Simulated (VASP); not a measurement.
# Ir (Pmma) in VASP: a series of runs

Ir is run at these levels: PBEsol; tasks: single point.

All numbers are computed with VASP 6.6.1; they aren't measurements. Logs are shortened: lines on timing, memory, paths and dates and some standing lists are left out, and cuts for length are marked.

## (1) The cell of the first run

The structure is orthorhombic, space group Pmma (No. 51). The conventional cell has a = 12.238 Å, b = 2.233 Å, c = 7.193 Å, α = 90.00°, β = 90.00°, γ = 90.00°. Ir (site symmetry mm2) has 2 Ir at 2.23 Å within 3.0 Å.

## (2) Single point, PBEsol

Contents of INCAR:

```
SYSTEM = Ir
ALGO = Normal
EDIFF = 1E-6
ENCUT = 520
GGA = PS
ISIF = 2
ISMEAR = -1
LASPH = .TRUE.
LCHARG = .FALSE.
LREAL = .FALSE.
LWAVE = .FALSE.
NBANDS = 16
NELM = 60
PREC = Accurate
SIGMA = 0.1
```

Contents of KPOINTS:

```
k-points
0
G
  1 3 1
  0 0 0
```

Contents of POSCAR:

```
Ir
1.0
   12.2384552500      0.0000000000      0.0000000000
    0.0000000000      2.2334312600      0.0000000000
    0.0000000000      0.0000000000      7.1930008000
Ir
2
Direct
    0.2499999998      0.0000000000      0.1639883997
    0.7500000002      0.0000000000      0.8360116003
```

Potentials or basis: VASP PAW PBE potentials, release 64 (Ir).

Started as:

```console
cat potpaw_PBE.64/Ir/POTCAR > POTCAR
mpirun -np 1 vasp_std > vasp.out
```

OUTCAR:

```text
SYSTEM = Ir
   EDIFF = 1E-6
   ENCUT = 520
   GGA = PS
   ISIF = 2
   ISMEAR = -1
   LASPH = .TRUE.
   LREAL = .FALSE.
   NELM = 60
   PREC = Accurate

 ion  position               nearest neighbor table
   1  0.250  0.000  0.164-
   2  0.750  0.000  0.836-

  LATTYP: Found a simple orthorhombic cell.
 ALAT       =     2.2334312600
 B/A-ratio  =     3.2206054105
 C/A-ratio  =     5.4796650648

  Lattice vectors:

 A1 = (   0.0000000000,   2.2334312600,   0.0000000000)
 A2 = (   0.0000000000,   0.0000000000,   7.1930008000)
 A3 = (  12.2384552500,   0.0000000000,   0.0000000000)

Analysis of symmetry for initial positions (statically):
=====================================================================
 Subroutine PRICEL returns:
 Original cell was already a primitive cell.

 Routine SETGRP: Setting up the symmetry group for a
 simple orthorhombic supercell.

 Subroutine GETGRP returns: Found  8 space group operations
 (whereof  4 operations were pure point group operations)
 out of a pool of  8 trial point group operations.

The static configuration has the point symmetry C_2h.
 The point group associated with its full space group is D_2h.

Analysis of symmetry for dynamics (positions and initial velocities):
=====================================================================
 Subroutine PRICEL returns:
 Original cell was already a primitive cell.

 Routine SETGRP: Setting up the symmetry group for a
 simple orthorhombic supercell.

 Subroutine GETGRP returns: Found  8 space group operations
 (whereof  4 operations were pure point group operations)
 out of a pool of  8 trial point group operations.

The dynamic configuration has the point symmetry C_2h.
 The point group associated with its full space group is D_2h.

 Subroutine INISYM returns: Found  8 space group operations
 (whereof  4 operations are pure point group operations),
 and found     1 'primitive' translations

----------------------------------------------------------------------------------------

                                     Primitive cell

  volume of cell :     196.6117

  direct lattice vectors                    reciprocal lattice vectors
    12.238455250  0.000000000  0.000000000     0.081709659  0.000000000  0.000000000
     0.000000000  2.233431260  0.000000000     0.000000000  0.447741562  0.000000000
     0.000000000  0.000000000  7.193000800     0.000000000  0.000000000  0.139024036

  length of vectors
    12.238455250  2.233431260  7.193000800     0.081709659  0.447741562  0.139024036

  position of ions in fractional coordinates (direct lattice)
     0.250000000  0.000000000  0.163988400
     0.750000000  0.000000000  0.836011600

  ion indices of the primitive-cell ions
   primitive index   ion index
                 1           1
                 2           2

----------------------------------------------------------------------------------------

 KPOINTS: k-points

Automatic generation of k-mesh.
 Grid dimensions read from file:
 generate k-points for:    1    3    1

 Generating k-lattice:

  Cartesian coordinates                     Fractional coordinates (reciprocal lattice)
     0.081709659  0.000000000  0.000000000     1.000000000  0.000000000  0.000000000
     0.000000000  0.149247187  0.000000000     0.000000000  0.333333333  0.000000000
     0.000000000  0.000000000  0.139024036     0.000000000  0.000000000  1.000000000

  Length of vectors
     0.081709659  0.149247187  0.139024036

  Shift w.r.t. Gamma in fractional coordinates (k-lattice)
     0.000000000  0.000000000  0.000000000

 Subroutine IBZKPT returns following result:
 ===========================================

 Found      2 irreducible k-points:

 Following reciprocal coordinates:
            Coordinates               Weight
  0.000000  0.000000  0.000000      1.000000
  0.000000  0.333333  0.000000      2.000000
   k-points           NKPTS =      2   k-points in BZ     NKDIM =      2   number of bands    NBANDS=     16
   number of dos      NEDOS =    301   number of ions     NIONS =      2
   total plane-waves  NPLWV =  93312
   dimension x,y,z NGX =    96 NGY =   18 NGZ =   54
   dimension x,y,z NGXF=   192 NGYF=   36 NGZF=  108
   ions per type =               2
   NGX,Y,Z   is equivalent  to a cutoff of  13.04, 13.40, 12.48 a.u.
   NGXF,Y,Z  is equivalent  to a cutoff of  26.08, 26.80, 24.96 a.u.
 SYSTEM =  Ir
   PREC   = accura    normal or accurate (medium, high low for compatibility)
   ISTART =      0    job   : 0-new  1-cont  2-samecut
   ICHARG =      2    charge: 1-file 2-atom 10-const
   ISPIN  =      1    spin polarized calculation?
   LNONCOLLINEAR =      F non collinear calculations
   LSORBIT =      F    spin-orbit coupling
   LASPH  =      T    aspherical Exc in radial PAW
   ENCUT  =  520.0 eV  38.22 Ry    6.18 a.u.  22.76  4.15 13.37*2*pi/ulx,y,z
   NELM   =     60;   NELMIN=  2; NELMDL= -5     # of ELM steps
   EDIFF  = 0.1E-05   stopping-criterion for ELM
   LREAL  =      F    real-space projection
   EDIFFG = 0.1E-04   stopping-criterion for IOM
   NSW    =      0    number of steps for IOM
   IBRION =     -1    ionic relax: 0-MD 1-quasi-New 2-CG
   NFREE  =      0    steps in history (QN), initial steepest desc. (CG)
   ISIF   =      2    stress and relaxation
   ISYM   =      2    0-nonsym 1-usesym 2-fastsym
   POTIM  = 0.5000    time-step for ionic-motion
   TEBEG  =    0.0;   TEEND  =   0.0 temperature during run
   PSTRESS=    0.0 pullay stress
   NELECT =      18.0000    total number of electrons
   NUPDOWN=      -1.0000    fix difference up-down
   EMIN   =  10.00;   EMAX   =-10.00  energy-range for DOS
   EFERMI =   0.00;   METHOD = LEGACY
   ISMEAR =    -1;   SIGMA  =   0.10  broadening in eV -4-tet -1-fermi 0-gaus
   EFERMI_NEDOS =   21; number of points for ismear=-14 and -15
   IALGO  =     38    algorithm
   IMIX   =      4    mixing-type and parameters
     AMIX     =   0.40;   BMIX     =  1.00
     AMIX_MAG =   1.60;   BMIX_MAG =  1.00
  volume/ion in A,a.u.               =      98.31       663.40
  Fermi-wavevector in a.u.,A,eV,Ry     =   0.737841  1.394317  7.407131  0.544409
  Thomas-Fermi vector in A             =   1.831619
   LORBIT       =      0    0 simple, 1 ext, 2 COOP (PROOUT), +10 PAW based schemes
   GGA     = PS    functional components
   LHFCALC =     F    Hartree Fock is set to
   AEXX    =    0.0000 exact exchange contribution
   IVDW    =     0    specifies the selected vdW correction
   LEPSILON=     F    determine dielectric tensor
   LRPA    =     F    only Hartree local field effects (RPA)
 non-spin polarized calculation
  energy-cutoff  :      520.00
  volume of cell :      196.61
 maximum number of plane-waves:      5326
 NGX is ok and might be reduce to    90
   NGX = 45   NGY =  9   NGZ = 27

 number of electron      17.9999999 magnetization

 Free energy of the ion-electron system (eV)
  ---------------------------------------------------
  ext. energy  EPLUGINS =         0.00000000
  ---------------------------------------------------
  free energy    TOTEN  =        -9.66707422 eV

  energy without entropy =       -9.44100365  energy(sigma->0) =       -9.55403893

 E-fermi :  -3.2247     XC(G=0):  -4.1044

 val. band max:       -3.4393498671   @ k =   0.0000   0.3333   0.0000
 cond. band min:      -2.4286213382   @ k =   0.0000   0.3333   0.0000
 fundamental gap:      1.0107285289
 Fermi energy:        -3.2247012874

 k-point     1 :       0.0000    0.0000    0.0000
  band No.  band energies     occupation
      1     -11.5224      2.00000
      2     -11.5220      2.00000
      3      -5.6479      2.00000
      4      -5.5865      2.00000
      5      -4.7603      2.00000
      6      -4.7556      2.00000
      7      -4.7545      2.00000
      8      -4.7487      2.00000
      9      -0.9852      0.00000
     10      -0.9852      0.00000
     11      -0.9852      0.00000
     12      -0.9852      0.00000
     13      -0.9102      0.00000
     14      -0.4000      0.00000
     15      -0.3311      0.00000
     16      -0.2249      0.00000

 k-point     2 :       0.0000    0.3333    0.0000
  band No.  band energies     occupation
      1      -7.1911      2.00000
      2      -7.1886      2.00000
      3      -7.1886      2.00000
      4      -7.1884      2.00000
      5      -3.5382      1.91664
      6      -3.5229      1.90355
      7      -3.4436      1.79858
      8      -3.4420      1.79557
      9      -3.4410      1.79379
     10      -3.4393      1.79068
     11      -2.4286      0.00070
     12      -2.3932      0.00049
     13       3.4827      0.00000
     14       4.3725      0.00000
     15       4.5025      0.00000
     16       4.6845      0.00000

------------------------ aborting loop because EDIFF is reached ----------------------------------------

  FORCE on cell =-STRESS in cart. coord.  units (eV):
  Direction    XX          YY          ZZ          XY          YZ          ZX
  --------------------------------------------------------------------------------------
  -------------------------------------------------------------------------------------
  Total       -0.0288898     -1.3960800     -0.2763162      0.0000000      0.0000000      0.0000000
  in kB       -0.2354217    -11.3765763     -2.2516849      0.0000000      0.0000000      0.0000000
  external PRESSURE =      -4.6212277 kB  Pullay stress =       0.0000000 kB

 VOLUME and BASIS-vectors are now :
 -----------------------------------------------------------------------------
  energy-cutoff  :      520.00
  volume of cell :      196.61
      direct lattice vectors                 reciprocal lattice vectors
    12.238455250  0.000000000  0.000000000     0.081709659  0.000000000  0.000000000
     0.000000000  2.233431260  0.000000000     0.000000000  0.447741562  0.000000000
     0.000000000  0.000000000  7.193000800     0.000000000  0.000000000  0.139024036

 POSITION                                       TOTAL-FORCE (eV/Angst)
 -----------------------------------------------------------------------------------
      3.05961      0.00000      1.17957        -0.000000      0.000000     -0.000672
      9.17884      0.00000      6.01343         0.000000      0.000000      0.000672
 -----------------------------------------------------------------------------------
    total drift:                               -0.000000      0.000000     -0.000000

  FREE ENERGIE OF THE ION-ELECTRON SYSTEM (eV)
  ---------------------------------------------------
  free  energy   TOTEN  =        -9.6670742186 eV

  energy  without entropy=       -9.4410036472  energy(sigma->0) =       -9.55403893
```

Run time: 6.2 s. Hardware: 1 thread of Intel Xeon 6975P-C (Granite Rapids), shared host; peak memory 0.27 GiB.

Results:

```yaml
Free_energy: -9.6671 eV
Pressure: -0.5 GPa
Band_gap_on_the_k_mesh: zero (band 9 reaches -0.99 eV, above the bottom of band 10 at -3.44 eV)
```

Stress tensor (GPa, compression positive):
```
-0.02  0.00  0.00
 0.00 -1.14  0.00
 0.00  0.00 -0.23
```

Caveat: the k points lie up to 0.94 Å⁻¹ apart; the PAW data sets were made with another functional, which shifts forces and pressure a little; spin-orbit coupling is left out, which moves the levels of the heavy elements.

## (3) Single point, PBEsol

Contents of INCAR:

```
SYSTEM = Ir
PREC = Accurate ; ENCUT = 520
EDIFF = 1E-7 ; ISMEAR = -1
SIGMA = 0.1 ; LREAL = .False.
LASPH = .True. ; NELM = 100
ALGO = Normal ; ISIF = 2
LWAVE = .False. ; LCHARG = .False.
GGA = PS ; NBANDS = 16
```

Contents of KPOINTS:

```
regular mesh
0
Gamma
  1 5 2
  0 0 0
```

POSCAR is that of step 2.

Potentials or basis: VASP PAW PBE potentials, release 64 (Ir).

Started as:

```console
cat potpaw_PBE.64/Ir/POTCAR > POTCAR
mpirun -np 1 vasp_std > vasp.out
```

It took 11 s on 1 thread of Intel Xeon 6975P-C (Granite Rapids), shared host; peak memory 0.28 GiB.

It converged, with:

| Item | Value |
| --- | --- |
| Free energy | -11.7069 eV |
| Pressure | -0.1 GPa |
| Band gap on the k mesh | zero (band 9 reaches -1.09 eV, above the bottom of band 10 at -4.70 eV) |

Stress tensor (GPa, compression positive):
```
-0.02  0.00  0.00
 0.00 -0.19  0.00
 0.00  0.00 -0.02
```

Levels at points of the mesh, in eV from the Fermi level:
```csv
k point,band 5,band 6,band 7,band 8,band 9,band 10,band 11,band 12
"(0.00, 0.00, 0.00)",-1.58,-1.58,-1.58,-1.58,2.56,2.56,2.56,2.56
"(0.00, 0.00, 0.50)",-1.58,-1.58,-1.58,-1.57,2.56,2.56,2.56,2.56
```

Caveat: the k points lie up to 0.56 Å⁻¹ apart; the PAW data sets were made with another functional, which shifts forces and pressure a little; spin-orbit coupling is left out, which moves the levels of the heavy elements.
